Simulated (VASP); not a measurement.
# TaN (P-6m2) in VASP: notebook, part 2 of 2

VASP 6.6.1. Earlier steps stand in the parts before.

### 4 Single point, PBE

This run uses another cell than the first one, of 10.69 Å³/atom.

The input, INCAR:

```
PREC = Accurate
ENCUT = 520
EDIFF = 1E-6
ISMEAR = 0
SIGMA = 0.15
LREAL = False
LASPH = True
NELM = 60
ALGO = Normal
ISIF = 2
LWAVE = False
LCHARG = True
GGA = PE
LELF = True
LVHAR = True
NBANDS = 15
```

The input, KPOINTS:

```
Automatic mesh
0
Gamma
  18 18 16
```

The input, POSCAR:

```
TaN
1.0
    2.8617000000      0.0000000000      0.0000000000
   -1.4308500000      2.4783048980      0.0000000000
    0.0000000000      0.0000000000      3.0137000000
Ta N
1 1
Direct
    0.3333333333      0.6666666667      0.5000000000
    0.0000000000      0.0000000000      0.0000000000
```

Potentials or basis: VASP PAW PBE potentials, release 64 (Ta_pv, N).

Command:

```sh
$ cat potpaw_PBE.64/Ta_pv/POTCAR potpaw_PBE.64/N/POTCAR > POTCAR
$ mpirun -np 1 vasp_std > vasp.out
```

OUTCAR:

```text
PREC = Accurate
   ENCUT = 520
   EDIFF = 1E-6
   ISMEAR = 0
   LREAL = False
   LASPH = True
   NELM = 60
   ISIF = 2
   GGA = PE

 ion  position               nearest neighbor table
   1  0.333  0.667  0.500-   2 2.24   2 2.24   2 2.24   2 2.24   2 2.24   2 2.24
   2  0.000  0.000  0.000-   1 2.24   1 2.24   1 2.24   1 2.24   1 2.24   1 2.24

  LATTYP: Found a hexagonal cell.
 ALAT       =     2.8617000000
 C/A-ratio  =     1.0531152811

  Lattice vectors:

 A1 = (   2.8617000000,   0.0000000000,   0.0000000000)
 A2 = (  -1.4308500000,   2.4783048980,   0.0000000000)
 A3 = (   0.0000000000,   0.0000000000,   3.0137000000)

Analysis of symmetry for initial positions (statically):
=====================================================================
 Subroutine PRICEL returns:
 Original cell was already a primitive cell.

 Routine SETGRP: Setting up the symmetry group for a
 hexagonal supercell.

 Subroutine GETGRP returns: Found 12 space group operations
 (whereof 12 operations were pure point group operations)
 out of a pool of 24 trial point group operations.

[... 176 lines left out ...]
      5       3.7995      2.00000
      6       4.3078      2.00000
      7       4.3078      2.00000
      8       5.0046      2.00000
      9      11.2470      0.00000
     10      11.5378      0.00000
     11      11.5378      0.00000
     12      12.2853      0.00000
     13      12.2853      0.00000
     14      21.4079      0.00000
[... 401 lines left out ...]
      2     -26.5447      2.00000
      3     -26.4944      2.00000
      4      -6.9269      2.00000
      5       0.3594      2.00000
      6       2.6261      2.00000
      7       4.2212      2.00000
      8       6.1232      2.00000
      9      10.2237      0.00000
     10      11.6420      0.00000
     11      13.3349      0.00000
     12      14.2282      0.00000
     13      17.1222      0.00000
     14      20.8899      0.00000
     15      21.6753      0.00000

 [... further k-points ...]

------------------------ aborting loop because EDIFF is reached ----------------------------------------

  FORCE on cell =-STRESS in cart. coord.  units (eV):
  Direction    XX          YY          ZZ          XY          YZ          ZX
  --------------------------------------------------------------------------------------
  -------------------------------------------------------------------------------------
  Total        2.9526133      2.9526133     -2.8799701      0.0000000      0.0000000      0.0000000
  in kB      221.3289846    221.3289846   -215.8836289      0.0000000      0.0000000      0.0000000
  external PRESSURE =      75.5914468 kB  Pullay stress =       0.0000000 kB

 VOLUME and BASIS-vectors are now :
 -----------------------------------------------------------------------------
  energy-cutoff  :      520.00
  volume of cell :       21.37
      direct lattice vectors                 reciprocal lattice vectors
     2.861700000  0.000000000  0.000000000     0.349442639  0.201750802  0.000000000
    -1.430850000  2.478304898  0.000000000     0.000000000  0.403501603  0.000000000
     0.000000000  0.000000000  3.013700000     0.000000000  0.000000000  0.331818031

 POSITION                                       TOTAL-FORCE (eV/Angst)
 -----------------------------------------------------------------------------------
     -0.00000      1.65220      1.50685        -0.000000      0.000000      0.000000
      0.00000      0.00000      0.00000         0.000000     -0.000000      0.000000
 -----------------------------------------------------------------------------------
    total drift:                                0.000000     -0.000000     -0.000000

  FREE ENERGIE OF THE ION-ELECTRON SYSTEM (eV)
  ---------------------------------------------------
  free  energy   TOTEN  =       -22.2999718399 eV

  energy  without entropy=      -22.2993202106  energy(sigma->0) =      -22.29964603
```

It took 28 s on 1 thread of Intel Xeon 6975P-C (Granite Rapids), shared host; peak memory 0.23 GiB.

What came out:

```yaml
Free_energy: -22.3000 eV
Pressure: 7.6 GPa
Band_gap_on_the_k_mesh: zero (bands 8 and 9 overlap by 0.43 eV)
```

Stress tensor (GPa, compression positive):
```
 22.13   0.00   0.00
  0.00  22.13   0.00
  0.00   0.00 -21.59
```

Caveat: the stress differs along the axes, from -22 to 22 GPa; spin-orbit coupling is left out, which moves the levels of the heavy elements.

### 5 Single point, PBE

This run uses another cell than the first one, of 10.80 Å³/atom.

The input, INCAR:

```
PREC = Accurate ; ENCUT = 520
EDIFF = 1E-7 ; ISMEAR = 0
SIGMA = 0.15 ; LREAL = F
LASPH = T ; NELM = 60
ALGO = Normal ; ISIF = 2
LWAVE = F ; LCHARG = F
GGA = PE ; NBANDS = 15
```

The input, KPOINTS:

```
regular mesh
0
Gamma
  18 18 16
```

The input, POSCAR:

```
TaN
1.0
    2.9945000000      0.0000000000      0.0000000000
   -1.4972500000      2.5933130716      0.0000000000
    0.0000000000      0.0000000000      2.7819000000
Ta N
1 1
Direct
    0.3333333333      0.6666666667      0.5000000000
    0.0000000000      0.0000000000      0.0000000000
```

Command:

```sh
$ cat potpaw_PBE.64/Ta_pv/POTCAR potpaw_PBE.64/N/POTCAR > POTCAR
$ mpirun -np 1 vasp_std > vasp.out
```

Run time: 32 s. Hardware: 1 thread of Intel Xeon 6975P-C (Granite Rapids), shared host; peak memory 0.23 GiB.

It converged, with:

* Free energy: -22.3486 eV
* Pressure: 6.7 GPa
* Band gap on the k mesh: zero (bands 8 and 9 overlap by 0.28 eV)

Stress tensor (GPa, compression positive):
```
-5.64  0.00  0.00
 0.00 -5.64  0.00
 0.00  0.00 31.50
```

Levels at points of the mesh, in eV from the Fermi level:
```
           k point  band 5  band 6  band 7  band 8  band 9  band 10  band 11  band 12
(0.00, 0.00, 0.00)   -4.98   -4.98   -4.12   -2.57    1.77     3.87     3.87     4.13
(0.50, 0.00, 0.00)   -8.35   -4.67   -3.49   -3.46    3.28     3.47     4.89     5.51
(0.00, 0.00, 0.50)   -9.30   -4.18   -4.18   -0.03   -0.03     2.93     2.93     3.11
(0.50, 0.00, 0.50)   -7.36   -6.11   -6.03   -0.18    4.05     5.01     6.32     6.88
```

Caveat: the stress differs along the axes, from -6 to 32 GPa; spin-orbit coupling is left out, which moves the levels of the heavy elements.

### 6 The runs side by side

| cell | gap on the mesh (eV) | pressure (GPa) |
| --- | --- | --- |
| a = 2.906, b = 2.906, c = 2.898 Å, angles 90.0, 90.0, 120.0°, 2 atoms | none | 11.3 |
| a = 3.039, b = 3.039, c = 2.666 Å, angles 90.0, 90.0, 120.0°, 2 atoms | none | 15.8 |
| a = 2.862, b = 2.862, c = 3.014 Å, angles 90.0, 90.0, 120.0°, 2 atoms | none | 7.6 |
| a = 2.994, b = 2.994, c = 2.782 Å, angles 90.0, 90.0, 120.0°, 2 atoms | none | 6.7 |

Alike in all rows: task single point; level PBE; potentials or basis VASP PAW PBE potentials, release 64 (Ta_pv, N); no spin polarisation; k mesh 18 × 18 × 16; cutoff (eV) 520; smearing gaussian 0.15 eV.

Caveats: spin-orbit coupling is left out, which moves the levels of the heavy elements; the stress differs along the axes, from 6 to 14 GPa (at least some runs); the stress differs along the axes, from -11 to 69 GPa (at least some runs); the stress differs along the axes, from -22 to 22 GPa (at least some runs); the stress differs along the axes, from -6 to 32 GPa (at least some runs).

Total energies depend on the potentials used, so only differences within one code and one set of settings carry meaning.
